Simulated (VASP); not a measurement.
Input of a VASP 6.6.1 run:

INCAR

```
SYSTEM = InP
PREC = Accurate ; ENCUT = 520
EDIFF = 1E-6 ; ISMEAR = 0
SIGMA = 0.05 ; LREAL = .False.
LASPH = .True. ; NELM = 150
ALGO = Normal ; ISIF = 2
LWAVE = .False. ; LCHARG = .True.
ISPIN = 2 ; MAGMOM = 0.5 0.5
LORBIT = 11 ; GGA = PE
LELF = .True. ; LVHAR = .True.
NBANDS = 20
```

KPOINTS

```
regular mesh
0
Gamma
  1 1 15
  0 0 0
```

Contents of POSCAR:

```
InP
1.0
   10.1000000000      0.0000000000      0.0000000000
    0.0000000000      9.3000000000      0.0000000000
    0.0000000000      0.0000000000      4.4876598717
In P
1 1
Direct
    0.4444596551      0.5000000000      0.0000000000
    0.5555403449      0.5000000000      0.5000000000
```

Potentials or basis: VASP PAW PBE potentials, release 64 (In_d, P).

Launch:

```sh
$ cat potpaw_PBE.64/In_d/POTCAR potpaw_PBE.64/P/POTCAR > POTCAR
$ mpirun -np 1 vasp_std > vasp.out
```

(1) Predict the net moment.

(2) Estimate the largest force.

(3) Predict the band gap on the k mesh.

Results:

(1) 0.00 μB per cell.

(2) 0.758 eV/Å.

(3) 0.22 eV.

Caveat: spin-orbit coupling is left out, which moves the levels of the heavy elements.
